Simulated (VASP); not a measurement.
# Si (Fd-3m) in VASP: notebook

Runs on Si. Level: LDA. Tasks: single point, relaxation of cell and atoms.

All numbers are computed with VASP 6.6.1; they aren't measurements. Logs are shortened: lines on timing, memory, paths and dates and some standing lists are left out, and cuts for length are marked.

### 1 The cell of the first run

Symmetry: Fd-3m, No. 227, cubic system. The conventional cell has a = 5.402 Å, b = 5.402 Å, c = 5.402 Å, α = 90.00°, β = 90.00°, γ = 90.00°. Within 3.1 Å of Si (site symmetry -43m) lie 4 Si at 2.34 Å.

### 2 Single point, LDA

Input file INCAR:

```
SYSTEM = Si
  ALGO = Normal
  EDIFF = 1E-7
  ENCUT = 520
  ISIF = 2
  ISMEAR = -1
  LASPH = .True.
  LCHARG = .True.
  LELF = .True.
  LREAL = .False.
  LVHAR = .True.
  LWAVE = .False.
  NBANDS = 11
  NELM = 60
  PREC = Accurate
  SIGMA = 0.02
```

Input file KPOINTS:

```
k-points
0
Gamma
  11 11 11
  0 0 0
```

Input file POSCAR:

```
Si
1.0
    0.0000000000      2.7009664875      2.7009664875
    2.7009664875      0.0000000000      2.7009664875
    2.7009664875      2.7009664875      0.0000000000
Si
2
Direct
   -0.1250000000     -0.1250000000     -0.1250000000
    0.1250000000      0.1250000000      0.1250000000
```

Potentials or basis: VASP PAW LDA potentials, release 64 (Si).

Started as:

```sh
> cat potpaw_LDA.64/Si/POTCAR > POTCAR
> mpirun -np 1 vasp_std > vasp.out
```

OUTCAR:

```text
SYSTEM = Si
   EDIFF = 1E-7
   ENCUT = 520
   ISIF = 2
   ISMEAR = -1
   LASPH = .True.
   LREAL = .False.
   NELM = 60
   PREC = Accurate

 ion  position               nearest neighbor table
   1  0.875  0.875  0.875-   2 2.34   2 2.34   2 2.34   2 2.34
   2  0.125  0.125  0.125-   1 2.34   1 2.34   1 2.34   1 2.34

  LATTYP: Found a face centered cubic cell.
 ALAT       =     5.4019329750

  Lattice vectors:

 A1 = (   0.0000000000,   2.7009664875,   2.7009664875)
 A2 = (   2.7009664875,   0.0000000000,   2.7009664875)
 A3 = (   2.7009664875,   2.7009664875,   0.0000000000)

Analysis of symmetry for initial positions (statically):
=====================================================================
 Subroutine PRICEL returns:
 Original cell was already a primitive cell.

 Routine SETGRP: Setting up the symmetry group for a
 face centered cubic supercell.

 Subroutine GETGRP returns: Found 48 space group operations
 (whereof 12 operations were pure point group operations)
 out of a pool of 48 trial point group operations.

The static configuration has the point symmetry D_3d.
 The point group associated with its full space group is O_h .

Analysis of symmetry for dynamics (positions and initial velocities):
=====================================================================
 Subroutine PRICEL returns:
 Original cell was already a primitive cell.

 Routine SETGRP: Setting up the symmetry group for a
 face centered cubic supercell.

 Subroutine GETGRP returns: Found 48 space group operations
 (whereof 12 operations were pure point group operations)
 out of a pool of 48 trial point group operations.

The dynamic configuration has the point symmetry D_3d.
 The point group associated with its full space group is O_h .

 Subroutine INISYM returns: Found 48 space group operations
 (whereof 12 operations are pure point group operations),
 and found     1 'primitive' translations

----------------------------------------------------------------------------------------

                                     Primitive cell

  volume of cell :      39.4083

  direct lattice vectors                    reciprocal lattice vectors
     0.000000000  2.700966488  2.700966488    -0.185118920  0.185118920  0.185118920
     2.700966488  0.000000000  2.700966488     0.185118920 -0.185118920  0.185118920
     2.700966488  2.700966488  0.000000000     0.185118920  0.185118920 -0.185118920

  length of vectors
     3.819743438  3.819743438  3.819743438     0.320635375  0.320635375  0.320635375

  position of ions in fractional coordinates (direct lattice)
     0.875000000  0.875000000  0.875000000
     0.125000000  0.125000000  0.125000000

  ion indices of the primitive-cell ions
   primitive index   ion index
                 1           1
                 2           2

----------------------------------------------------------------------------------------

 KPOINTS: k-points

Automatic generation of k-mesh.
 Grid dimensions read from file:
 generate k-points for:   11   11   11

 Generating k-lattice:

  Cartesian coordinates                     Fractional coordinates (reciprocal lattice)
    -0.016828993  0.016828993  0.016828993     0.090909091  0.000000000  0.000000000
     0.016828993 -0.016828993  0.016828993     0.000000000  0.090909091  0.000000000
     0.016828993  0.016828993 -0.016828993     0.000000000  0.000000000  0.090909091

  Length of vectors
     0.029148670  0.029148670  0.029148670

  Shift w.r.t. Gamma in fractional coordinates (k-lattice)
     0.000000000  0.000000000  0.000000000

 Subroutine IBZKPT returns following result:
 ===========================================

 Found     56 irreducible k-points:

 Following reciprocal coordinates:
            Coordinates               Weight
  0.000000  0.000000  0.000000      1.000000
  0.090909  0.000000  0.000000      8.000000
  0.181818  0.000000  0.000000      8.000000
  0.272727  0.000000  0.000000      8.000000
  0.363636  0.000000  0.000000      8.000000
  0.454545  0.000000  0.000000      8.000000
[... 16 lines left out ...]
 -0.272727  0.181818  0.000000     24.000000
 -0.181818  0.181818  0.000000     12.000000
 [... further k-points ...]
   k-points           NKPTS =     56   k-points in BZ     NKDIM =     56   number of bands    NBANDS=     11
   number of dos      NEDOS =    301   number of ions     NIONS =      2
   total plane-waves  NPLWV =  21952
   dimension x,y,z NGX =    28 NGY =   28 NGZ =   28
   dimension x,y,z NGXF=    56 NGYF=   56 NGZF=   56
   ions per type =               2
   NGX,Y,Z   is equivalent  to a cutoff of  12.19, 12.19, 12.19 a.u.
   NGXF,Y,Z  is equivalent  to a cutoff of  24.37, 24.37, 24.37 a.u.
 SYSTEM =  Si
   PREC   = accura    normal or accurate (medium, high low for compatibility)
   ISTART =      0    job   : 0-new  1-cont  2-samecut
   ICHARG =      2    charge: 1-file 2-atom 10-const
   ISPIN  =      1    spin polarized calculation?
   LNONCOLLINEAR =      F non collinear calculations
   LSORBIT =      F    spin-orbit coupling
   LASPH  =      T    aspherical Exc in radial PAW
   ENCUT  =  520.0 eV  38.22 Ry    6.18 a.u.   7.10  7.10  7.10*2*pi/ulx,y,z
   NELM   =     60;   NELMIN=  2; NELMDL= -5     # of ELM steps
   EDIFF  = 0.1E-06   stopping-criterion for ELM
   LREAL  =      F    real-space projection
   EDIFFG = 0.1E-05   stopping-criterion for IOM
   NSW    =      0    number of steps for IOM
   IBRION =     -1    ionic relax: 0-MD 1-quasi-New 2-CG
   NFREE  =      0    steps in history (QN), initial steepest desc. (CG)
   ISIF   =      2    stress and relaxation
   ISYM   =      2    0-nonsym 1-usesym 2-fastsym
   POTIM  = 0.5000    time-step for ionic-motion
   TEBEG  =    0.0;   TEEND  =   0.0 temperature during run
   PSTRESS=    0.0 pullay stress
   NELECT =       8.0000    total number of electrons
   NUPDOWN=      -1.0000    fix difference up-down
   EMIN   =  10.00;   EMAX   =-10.00  energy-range for DOS
   EFERMI =   0.00;   METHOD = LEGACY
   ISMEAR =    -1;   SIGMA  =   0.02  broadening in eV -4-tet -1-fermi 0-gaus
   EFERMI_NEDOS =   21; number of points for ismear=-14 and -15
   IALGO  =     38    algorithm
   IMIX   =      4    mixing-type and parameters
     AMIX     =   0.40;   BMIX     =  1.00
     AMIX_MAG =   1.60;   BMIX_MAG =  1.00
  volume/ion in A,a.u.               =      19.70       132.97
  Fermi-wavevector in a.u.,A,eV,Ry     =   0.962149  1.818198 12.595329  0.925731
  Thomas-Fermi vector in A             =   2.091583
   LORBIT       =      0    0 simple, 1 ext, 2 COOP (PROOUT), +10 PAW based schemes
   GGA     = CA    functional components
   LHFCALC =     F    Hartree Fock is set to
   AEXX    =    0.0000 exact exchange contribution
   IVDW    =     0    specifies the selected vdW correction
   LEPSILON=     F    determine dielectric tensor
   LRPA    =     F    only Hartree local field effects (RPA)
 non-spin polarized calculation
  energy-cutoff  :      520.00
  volume of cell :       39.41
 maximum number of plane-waves:      1071
   NGX = 15   NGY = 15   NGZ = 15

 number of electron       8.0000001 magnetization

 Free energy of the ion-electron system (eV)
  ---------------------------------------------------
  ext. energy  EPLUGINS =         0.00000000
  ---------------------------------------------------
  free energy    TOTEN  =       -11.91954156 eV

  energy without entropy =      -11.91954153  energy(sigma->0) =      -11.91954155

 E-fermi :   6.1571     XC(G=0):  -9.6657

 val. band max:        5.9333079633   @ k =   0.0000   0.0000   0.0000
 cond. band min:       6.3960083850   @ k =   0.4545   0.4545   0.0000
 fundamental gap:      0.4627004217
 Fermi energy:         6.1571006503

 k-point     1 :       0.0000    0.0000    0.0000
  band No.  band energies     occupation
      1      -6.1333      2.00000
      2       5.9333      1.99997
      3       5.9333      1.99997
      4       5.9333      1.99997
      5       8.4643      0.00000
      6       8.4643      0.00000
      7       8.4643      0.00000
      8       9.3257      0.00000
      9      13.6694      0.00000
     10      13.6694      0.00000
     11      13.6789      0.00000

 k-point     2 :       0.0909    0.0000    0.0000
  band No.  band energies     occupation
      1      -6.0235      2.00000
      2       4.9347      2.00000
      3       5.7621      2.00000
      4       5.7621      2.00000
      5       8.4964      0.00000
      6       8.7155      0.00000
      7       8.7155      0.00000
      8      10.0953      0.00000
      9      13.3410      0.00000
     10      13.3410      0.00000
     11      14.1477      0.00000

 k-point     3 :       0.1818    0.0000    0.0000
  band No.  band energies     occupation
      1      -5.6982      2.00000
      2       3.2363      2.00000
      3       5.4162      2.00000
      4       5.4162      2.00000
      5       8.1861      0.00000
      6       9.1930      0.00000
      7       9.1930      0.00000
      8      11.6595      0.00000
      9      12.9668      0.00000
     10      12.9668      0.00000
     11      14.9055      0.00000

 k-point     4 :       0.2727    0.0000    0.0000
  band No.  band energies     occupation
      1      -5.1736      2.00000
      2       1.5543      2.00000
      3       5.0899      2.00000
      4       5.0899      2.00000
      5       7.8354      0.00000
      6       9.4314      0.00000
      7       9.4314      0.00000
      8      13.1726      0.00000
      9      13.2564      0.00000
     10      13.2564      0.00000
     11      14.7007      0.00000

 k-point     5 :       0.3636    0.0000    0.0000
  band No.  band energies     occupation
      1      -4.4997      2.00000
      2       0.0752      2.00000
      3       4.8574      2.00000
      4       4.8574      2.00000
      5       7.5732      0.00000
      6       9.3544      0.00000
      7       9.3544      0.00000
      8      13.6666      0.00000
      9      14.3310      0.00000
     10      14.3310      0.00000
     11      15.3846      0.00000
[... 211 lines left out ...]
 k-point    21 :      -0.4545    0.1818    0.0000
  band No.  band energies     occupation
      1      -3.3808      2.00000
      2      -0.9450      2.00000
      3       2.7827      2.00000
      4       4.1385      2.00000
      5       7.8672      0.00000
      6      10.2162      0.00000
      7      10.5932      0.00000
      8      12.8082      0.00000
      9      14.9723      0.00000
     10      15.4624      0.00000
     11      17.3916      0.00000

 k-point    22 :      -0.3636    0.1818    0.0000
  band No.  band energies     occupation
      1      -3.6760      2.00000
      2      -0.5209      2.00000
      3       2.6223      2.00000
      4       4.4234      2.00000
      5       8.1360      0.00000
      6      10.1957      0.00000
      7      10.3700      0.00000
      8      13.6427      0.00000
      9      13.7073      0.00000
     10      14.5730      0.00000
     11      17.2488      0.00000

 k-point    23 :      -0.2727    0.1818    0.0000
  band No.  band energies     occupation
      1      -4.3647      2.00000
      2       0.6237      2.00000
      3       2.6970      2.00000
      4       4.8193      2.00000
      5       8.5302      0.00000
      6      10.1394      0.00000
      7      10.2384      0.00000
      8      12.2541      0.00000
      9      12.4212      0.00000
     10      15.9868      0.00000
     11      17.8313      0.00000

 k-point    24 :      -0.1818    0.1818    0.0000
  band No.  band energies     occupation
      1      -4.9930      2.00000
      2       1.8377      2.00000
      3       3.1823      2.00000
      4       5.2422      2.00000
      5       8.8938      0.00000
      6       9.6557      0.00000
      7       9.9307      0.00000
      8      11.5671      0.00000
      9      11.9692      0.00000
     10      15.9630      0.00000
     11      16.4704      0.00000

 [... further k-points ...]

------------------------ aborting loop because EDIFF is reached ----------------------------------------

  FORCE on cell =-STRESS in cart. coord.  units (eV):
  Direction    XX          YY          ZZ          XY          YZ          ZX
  --------------------------------------------------------------------------------------
  -------------------------------------------------------------------------------------
  Total        0.0117992      0.0117992      0.0117992      0.0000000     -0.0000000      0.0000000
  in kB        0.4797064      0.4797064      0.4797064      0.0000000     -0.0000000      0.0000000
  external PRESSURE =       0.4797064 kB  Pullay stress =       0.0000000 kB

 VOLUME and BASIS-vectors are now :
 -----------------------------------------------------------------------------
  energy-cutoff  :      520.00
  volume of cell :       39.41
      direct lattice vectors                 reciprocal lattice vectors
     0.000000000  2.700966488  2.700966488    -0.185118920  0.185118920  0.185118920
     2.700966488  0.000000000  2.700966488     0.185118920 -0.185118920  0.185118920
     2.700966488  2.700966488  0.000000000     0.185118920  0.185118920 -0.185118920

 POSITION                                       TOTAL-FORCE (eV/Angst)
 -----------------------------------------------------------------------------------
      4.72669      4.72669      4.72669        -0.000000     -0.000000     -0.000000
      0.67524      0.67524      0.67524         0.000000      0.000000      0.000000
 -----------------------------------------------------------------------------------
    total drift:                               -0.000000     -0.000000     -0.000000

  FREE ENERGIE OF THE ION-ELECTRON SYSTEM (eV)
  ---------------------------------------------------
  free  energy   TOTEN  =       -11.9195415611 eV

  energy  without entropy=      -11.9195415294  energy(sigma->0) =      -11.91954155
```

Wall time 24 s (1 thread of Intel Xeon 8259CL, shared host); peak memory 0.14 GiB.

Results:

```
Free energy            : -11.9195 eV
Pressure               : 0.0 GPa
Band gap on the k mesh : 0.46 eV (least direct gap 2.53 eV)
```

Caveat: an odd mesh through Γ misses points on the zone boundary, where band edges can lie.

(Part 1 of 2 ends here.)
